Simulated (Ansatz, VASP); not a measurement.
## Mg3BeS in VASP and in Ansatz

```
Mg Be S
1.0
     4.14971    0.00000    0.00000
    -2.07485    3.59375    0.00000
     0.00000    0.00000    4.98048
Mg Be S
3 1 1
Cartesian
  2.0749 1.1979 1.2397
  2.0749 1.1979 3.7407
  0.0000 0.0000 0.0000
  0.0000 2.3958 0.0000
  0.0000 0.0000 2.4902
```

Change from the starting cell: species swapped into the GaFe3As type (P-6m2, No. 187).

Alike in both runs: task relaxation of cell and atoms; functional PBE; k mesh 6 × 6 × 4; occupations gaussian, width 0.1 eV; no spin polarisation.

|  | VASP | Ansatz |
| --- | --- | --- |
| version | VASP 6.6.1 | Ansatz 0.2.0 |
| potentials or method | VASP PAW PBE potentials, release 64 (Mg, Be, S), cutoff 600 eV | scalar-relativistic, plane waves, PAW |
| valence electrons in the cell | 14 | 38 |

```tsv
	VASP	Ansatz	Ansatz less VASP
gap on the k mesh at the Fermi level, each at its own relaxed structure (eV)	none	none	-
relaxed volume (Å³/atom)	19.50	19.52	+0.020
relaxed length of the cell vector where the two differ most in proportion (Å)	7.113	7.079	-0.0335
```

A gap of «none» marks a metal or a gap that the smearing closes. VASP's potentials hold 14 valence electrons a cell and Ansatz's 38, so a difference there can come from the potentials and not from the codes.

Noted on VASP's run: the volume moved by over 15 % at a fixed basis, so the end points are rough.
